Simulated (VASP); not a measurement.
# LiBr (Fm-3m) in VASP: notebook

Runs on LiBr. Level: PBE. Tasks: single point.

All numbers are computed with VASP 6.6.1; they aren't measurements. Logs are shortened: lines on timing, memory, paths and dates and some standing lists are left out, and cuts for length are marked.

## 1. The cell of the first run

It takes space group Fm-3m (No. 225, cubic). The conventional cell has a = 5.479 Å, b = 5.479 Å, c = 5.479 Å, α = 90.00°, β = 90.00°, γ = 90.00°. Within 3.6 Å of Li (site symmetry m-3m) lie 6 Br at 2.74 Å. Within 3.6 Å of Br (site symmetry m-3m) lie 6 Li at 2.74 Å.

## 2. Single point, PBE

File INCAR:

```
PREC     = Accurate       # precision mode
ENCUT    = 750            # plane-wave cutoff, eV
EDIFF    = 1E-6           # SCF threshold, eV
ISMEAR   = 0              # smearing method
SIGMA    = 0.01           # smearing width, eV
LREAL    = F              # projectors in reciprocal space
LASPH    = T              # aspherical terms in the spheres
NELM     = 120            # most SCF steps
ALGO     = Normal         # electronic algorithm
ISIF     = 2              # what is computed and relaxed
LWAVE    = F              # write WAVECAR
LCHARG   = F              # write CHGCAR
GGA      = PE             # functional
NBANDS   = 12             # bands
GGA_COMPAT= F
```

File KPOINTS:

```
Automatic mesh
0
Gamma
  4 4 4
```

File POSCAR:

```
LiBr
1.0
    0.0000000000      2.7395851593      2.7395851593
    2.7395851593      0.0000000000      2.7395851593
    2.7395851593      2.7395851593      0.0000000000
Li Br
1 1
Direct
    0.0000000000      0.0000000000      0.0000000000
    0.5000000000      0.5000000000      0.5000000000
```

Potentials or basis: VASP PAW PBE potentials, release 64 (Li_sv, Br).

On the command line:

```console
cat potpaw_PBE.64/Li_sv/POTCAR potpaw_PBE.64/Br/POTCAR > POTCAR
mpirun -np 1 vasp_std > vasp.out
```

OUTCAR:

```text
PREC = Accurate
   ENCUT = 750
   EDIFF = 1E-6
   ISMEAR = 0
   LREAL = F
   LASPH = T
   NELM = 120
   ISIF = 2
   GGA = PE

 ion  position               nearest neighbor table
   1  0.000  0.000  0.000-
   2  0.500  0.500  0.500-

  LATTYP: Found a face centered cubic cell.
 ALAT       =     5.4791703186

  Lattice vectors:

 A1 = (   0.0000000000,   2.7395851593,   2.7395851593)
 A2 = (   2.7395851593,   0.0000000000,   2.7395851593)
 A3 = (   2.7395851593,   2.7395851593,   0.0000000000)

Analysis of symmetry for initial positions (statically):
=====================================================================
 Subroutine PRICEL returns:
 Original cell was already a primitive cell.

 Routine SETGRP: Setting up the symmetry group for a
 face centered cubic supercell.

 Subroutine GETGRP returns: Found 48 space group operations
 (whereof 48 operations were pure point group operations)
 out of a pool of 48 trial point group operations.

The static configuration has the point symmetry O_h .

Analysis of symmetry for dynamics (positions and initial velocities):
=====================================================================
 Subroutine PRICEL returns:
 Original cell was already a primitive cell.

 Routine SETGRP: Setting up the symmetry group for a
 face centered cubic supercell.

 Subroutine GETGRP returns: Found 48 space group operations
 (whereof 48 operations were pure point group operations)
 out of a pool of 48 trial point group operations.

The dynamic configuration has the point symmetry O_h .

 Subroutine INISYM returns: Found 48 space group operations
 (whereof 48 operations are pure point group operations),
 and found     1 'primitive' translations

----------------------------------------------------------------------------------------

                                     Primitive cell

  volume of cell :      41.1230

  direct lattice vectors                    reciprocal lattice vectors
     0.000000000  2.739585159  2.739585159    -0.182509384  0.182509384  0.182509384
     2.739585159  0.000000000  2.739585159     0.182509384 -0.182509384  0.182509384
     2.739585159  2.739585159  0.000000000     0.182509384  0.182509384 -0.182509384

  length of vectors
     3.874358488  3.874358488  3.874358488     0.316115526  0.316115526  0.316115526

  position of ions in fractional coordinates (direct lattice)
     0.000000000  0.000000000  0.000000000
     0.500000000  0.500000000  0.500000000

  ion indices of the primitive-cell ions
   primitive index   ion index
                 1           1
                 2           2

----------------------------------------------------------------------------------------

 KPOINTS: Automatic mesh

Automatic generation of k-mesh.
 Grid dimensions read from file:
 generate k-points for:    4    4    4

 Generating k-lattice:

  Cartesian coordinates                     Fractional coordinates (reciprocal lattice)
    -0.045627346  0.045627346  0.045627346     0.250000000  0.000000000  0.000000000
     0.045627346 -0.045627346  0.045627346     0.000000000  0.250000000  0.000000000
     0.045627346  0.045627346 -0.045627346     0.000000000  0.000000000  0.250000000

  Length of vectors
     0.079028882  0.079028882  0.079028882

  Shift w.r.t. Gamma in fractional coordinates (k-lattice)
     0.000000000  0.000000000  0.000000000

 Subroutine IBZKPT returns following result:
 ===========================================

 Found      8 irreducible k-points:

 Following reciprocal coordinates:
            Coordinates               Weight
  0.000000  0.000000  0.000000      1.000000
  0.250000  0.000000  0.000000      8.000000
  0.500000  0.000000  0.000000      4.000000
  0.250000  0.250000  0.000000      6.000000
  0.500000  0.250000  0.000000     24.000000
 -0.250000  0.250000  0.000000     12.000000
  0.500000  0.500000  0.000000      3.000000
 -0.250000  0.500000  0.250000      6.000000
   k-points           NKPTS =      8   k-points in BZ     NKDIM =      8   number of bands    NBANDS=     12
   number of dos      NEDOS =    301   number of ions     NIONS =      2
   total plane-waves  NPLWV =  46656
   dimension x,y,z NGX =    36 NGY =   36 NGZ =   36
   dimension x,y,z NGXF=    72 NGYF=   72 NGZF=   72
   ions per type =               1   1
   NGX,Y,Z   is equivalent  to a cutoff of  15.45, 15.45, 15.45 a.u.
   NGXF,Y,Z  is equivalent  to a cutoff of  30.89, 30.89, 30.89 a.u.
 SYSTEM =  unknown system
   PREC   = accura    normal or accurate (medium, high low for compatibility)
   ISTART =      0    job   : 0-new  1-cont  2-samecut
   ICHARG =      2    charge: 1-file 2-atom 10-const
   ISPIN  =      1    spin polarized calculation?
   LNONCOLLINEAR =      F non collinear calculations
   LSORBIT =      F    spin-orbit coupling
   LASPH  =      T    aspherical Exc in radial PAW
   ENCUT  =  750.0 eV  55.12 Ry    7.42 a.u.   8.65  8.65  8.65*2*pi/ulx,y,z
   NELM   =    120;   NELMIN=  2; NELMDL= -5     # of ELM steps
   EDIFF  = 0.1E-05   stopping-criterion for ELM
   LREAL  =      F    real-space projection
   EDIFFG = 0.1E-04   stopping-criterion for IOM
   NSW    =      0    number of steps for IOM
   IBRION =     -1    ionic relax: 0-MD 1-quasi-New 2-CG
   NFREE  =      0    steps in history (QN), initial steepest desc. (CG)
   ISIF   =      2    stress and relaxation
   ISYM   =      2    0-nonsym 1-usesym 2-fastsym
   POTIM  = 0.5000    time-step for ionic-motion
   TEBEG  =    0.0;   TEEND  =   0.0 temperature during run
   PSTRESS=    0.0 pullay stress
   NELECT =      10.0000    total number of electrons
   NUPDOWN=      -1.0000    fix difference up-down
   EMIN   =  10.00;   EMAX   =-10.00  energy-range for DOS
   EFERMI =   0.00;   METHOD = LEGACY
   ISMEAR =     0;   SIGMA  =   0.01  broadening in eV -4-tet -1-fermi 0-gaus
   EFERMI_NEDOS =   21; number of points for ismear=-14 and -15
   IALGO  =     38    algorithm
   IMIX   =      4    mixing-type and parameters
     AMIX     =   0.40;   BMIX     =  1.00
     AMIX_MAG =   1.60;   BMIX_MAG =  1.00
  volume/ion in A,a.u.               =      20.56       138.76
  Fermi-wavevector in a.u.,A,eV,Ry     =   1.021833  1.930985 14.206430  1.044143
  Thomas-Fermi vector in A             =   2.155480
   LORBIT       =      0    0 simple, 1 ext, 2 COOP (PROOUT), +10 PAW based schemes
   GGA     = PE    functional components
   LHFCALC =     F    Hartree Fock is set to
   AEXX    =    0.0000 exact exchange contribution
   IVDW    =     0    specifies the selected vdW correction
   LEPSILON=     F    determine dielectric tensor
   LRPA    =     F    only Hartree local field effects (RPA)
 non-spin polarized calculation
 Gauss-broadening in eV      SIGMA  =   0.01
  energy-cutoff  :      750.00
  volume of cell :       41.12
 maximum number of plane-waves:      1928
 NGX is ok and might be reduce to    36
   NGX = 17   NGY = 17   NGZ = 17

 number of electron      10.0000001 magnetization

 Free energy of the ion-electron system (eV)
  ---------------------------------------------------
  ext. energy  EPLUGINS =         0.00000000
  ---------------------------------------------------
  free energy    TOTEN  =        -6.62954938 eV

  energy without entropy =       -6.62954938  energy(sigma->0) =       -6.62954938

 E-fermi :   0.4894     XC(G=0):  -8.4720

 val. band max:        0.4045800084   @ k =   0.0000   0.0000   0.0000
 cond. band min:       5.3957978564   @ k =   0.0000   0.0000   0.0000
 fundamental gap:      4.9912178480
 Fermi energy:         0.4894272063

 k-point     1 :       0.0000    0.0000    0.0000
  band No.  band energies     occupation
      1     -43.9908      2.00000
      2     -13.0669      2.00000
      3       0.4046      2.00000
      4       0.4046      2.00000
      5       0.4046      2.00000
      6       5.3958      0.00000
      7      10.9101      0.00000
      8      10.9101      0.00000
      9      10.9101      0.00000
     10      12.6916      0.00000
     11      12.6916      0.00000
     12      12.6916      0.00000

 k-point     2 :       0.2500    0.0000    0.0000
  band No.  band energies     occupation
      1     -43.9903      2.00000
      2     -12.8365      2.00000
      3      -1.2987      2.00000
      4       0.2632      2.00000
      5       0.2632      2.00000
      6       6.4049      0.00000
      7       9.6057      0.00000
      8       9.6057      0.00000
      9      10.1862      0.00000
     10      12.7746      0.00000
     11      12.7746      0.00000
     12      13.4363      0.00000

 k-point     3 :       0.5000    0.0000    0.0000
  band No.  band energies     occupation
      1     -43.9897      2.00000
      2     -12.5805      2.00000
      3      -2.5252      2.00000
      4       0.1375      2.00000
      5       0.1375      2.00000
      6       6.0315      0.00000
      7       8.5066      0.00000
      8       8.5066      0.00000
      9      12.2765      0.00000
     10      14.4891      0.00000
     11      16.2021      0.00000
     12      16.2021      0.00000

 k-point     4 :       0.2500    0.2500    0.0000
  band No.  band energies     occupation
      1     -43.9901      2.00000
      2     -12.7524      2.00000
      3      -1.2136      2.00000
      4      -0.2249      2.00000
      5      -0.2249      2.00000
      6       7.6214      0.00000
      7       8.6320      0.00000
      8       8.7899      0.00000
      9      11.4874      0.00000
     10      11.4874      0.00000
     11      14.6013      0.00000
     12      15.8147      0.00000

 k-point     5 :       0.5000    0.2500    0.0000
  band No.  band energies     occupation
      1     -43.9895      2.00000
      2     -12.4852      2.00000
      3      -2.1714      2.00000
      4      -0.9585      2.00000
      5      -0.3521      2.00000
      6       7.2178      0.00000
      7       8.8109      0.00000
      8      10.2006      0.00000
      9      10.2651      0.00000
     10      13.1790      0.00000
     11      16.6894      0.00000
     12      17.0032      0.00000

 k-point     6 :      -0.2500    0.2500    0.0000
  band No.  band energies     occupation
      1     -43.9897      2.00000
      2     -12.5796      2.00000
      3      -1.8200      2.00000
      4      -1.1006      2.00000
      5       0.1099      2.00000
      6       7.3532      0.00000
      7       9.1765      0.00000
      8       9.6166      0.00000
      9       9.7719      0.00000
     10      13.1976      0.00000
     11      15.0773      0.00000
     12      15.8657      0.00000

 k-point     7 :       0.5000    0.5000    0.0000
  band No.  band energies     occupation
      1     -43.9893      2.00000
      2     -12.3831      2.00000
      3      -2.5306      2.00000
      4      -0.7560      2.00000
      5      -0.7560      2.00000
      6       6.6628      0.00000
      7       7.4951      0.00000
      8      12.1269      0.00000
      9      12.9154      0.00000
     10      12.9154      0.00000
     11      16.1903      0.00000
     12      17.9450      0.00000

 k-point     8 :      -0.2500    0.5000    0.2500
  band No.  band energies     occupation
      1     -43.9893      2.00000
      2     -12.3880      2.00000
      3      -1.7784      2.00000
      4      -1.7784      2.00000
      5      -0.7568      2.00000
      6       8.4539      0.00000
      7       8.9907      0.00000
      8       9.8858      0.00000
      9       9.8858      0.00000
     10      14.4594      0.00000
     11      14.4594      0.00000
     12      17.8674      0.00000

------------------------ aborting loop because EDIFF is reached ----------------------------------------

  FORCE on cell =-STRESS in cart. coord.  units (eV):
  Direction    XX          YY          ZZ          XY          YZ          ZX
  --------------------------------------------------------------------------------------
  -------------------------------------------------------------------------------------
  Total        0.1464968      0.1464968      0.1464968     -0.0000000     -0.0000000     -0.0000000
  in kB        5.7076098      5.7076098      5.7076098     -0.0000000     -0.0000000     -0.0000000
  external PRESSURE =       5.7076098 kB  Pullay stress =       0.0000000 kB

 VOLUME and BASIS-vectors are now :
 -----------------------------------------------------------------------------
  energy-cutoff  :      750.00
  volume of cell :       41.12
      direct lattice vectors                 reciprocal lattice vectors
     0.000000000  2.739585159  2.739585159    -0.182509384  0.182509384  0.182509384
     2.739585159  0.000000000  2.739585159     0.182509384 -0.182509384  0.182509384
     2.739585159  2.739585159  0.000000000     0.182509384  0.182509384 -0.182509384

 POSITION                                       TOTAL-FORCE (eV/Angst)
 -----------------------------------------------------------------------------------
      0.00000      0.00000      0.00000         0.000000      0.000000     -0.000000
      2.73959      2.73959      2.73959        -0.000000     -0.000000      0.000000
 -----------------------------------------------------------------------------------
    total drift:                                0.000000      0.000000      0.000000

  FREE ENERGIE OF THE ION-ELECTRON SYSTEM (eV)
  ---------------------------------------------------
  free  energy   TOTEN  =        -6.6295493839 eV

  energy  without entropy=       -6.6295493839  energy(sigma->0) =       -6.62954938
```

It took 14 s on 1 thread of AMD EPYC 7R43 (Zen 3), shared host; peak memory 0.15 GiB.

Results:

```yaml
Free_energy: -6.6295 eV
Pressure: 0.6 GPa
Band_gap_on_the_k_mesh: 4.99 eV
```

Caveat: the k points lie up to 0.50 Å⁻¹ apart.

## 3. Single point, PBE (19.53 Å³/atom)

This run uses another cell than the first one, of 19.53 Å³/atom.

File INCAR:

```
SYSTEM = LiBr
ALGO = Normal ; EDIFF = 1E-6
ENCUT = 750 ; GGA = PE
GGA_COMPAT = .False. ; ISIF = 2
ISMEAR = 0 ; LASPH = .True.
LCHARG = .False. ; LREAL = .False.
LWAVE = .False. ; NBANDS = 12
NELM = 120 ; PREC = Accurate
SIGMA = 0.01
```

File KPOINTS:

```
k-points
0
Gamma
  4 4 4
  0 0 0
```

File POSCAR:

```
LiBr
1.0
    0.0000000000      2.6931425405      2.6931425405
    2.6931425405      0.0000000000      2.6931425405
    2.6931425405      2.6931425405      0.0000000000
Li Br
1 1
Direct
    0.0000000000      0.0000000000      0.0000000000
    0.5000000000      0.5000000000      0.5000000000
```

Potentials or basis: VASP PAW PBE potentials, release 64 (Li_sv, Br).

On the command line:

```console
cat potpaw_PBE.64/Li_sv/POTCAR potpaw_PBE.64/Br/POTCAR > POTCAR
mpirun -np 1 vasp_std > vasp.out
```

Run time: 15 s. Hardware: 1 thread of AMD EPYC 7R43 (Zen 3), shared host; peak memory 0.16 GiB.

It converged, with:

- Free energy: -6.6119 eV
- Pressure: 2.2 GPa
- Band gap on the k mesh: 5.23 eV

Levels at points of the mesh, in eV from the valence-band top:
| k point | band 1 | band 2 | band 3 | band 4 | band 5 | band 6 | band 7 | band 8 | band 9 | band 10 |
| --- | --- | --- | --- | --- | --- | --- | --- | --- | --- | --- |
| (0.00, 0.00, 0.00) | -44.33 | -13.66 | 0.00 | 0.00 | 0.00 | 5.23 | 10.54 | 10.54 | 10.54 | 12.51 |
| (0.50, 0.00, 0.00) | -44.33 | -13.10 | -3.16 | -0.29 | -0.29 | 5.65 | 8.11 | 8.11 | 12.40 | 14.31 |
| (0.50, 0.50, 0.00) | -44.33 | -12.87 | -3.18 | -1.27 | -1.27 | 6.33 | 7.00 | 12.16 | 12.86 | 12.86 |

Caveat: the k points lie up to 0.51 Å⁻¹ apart.
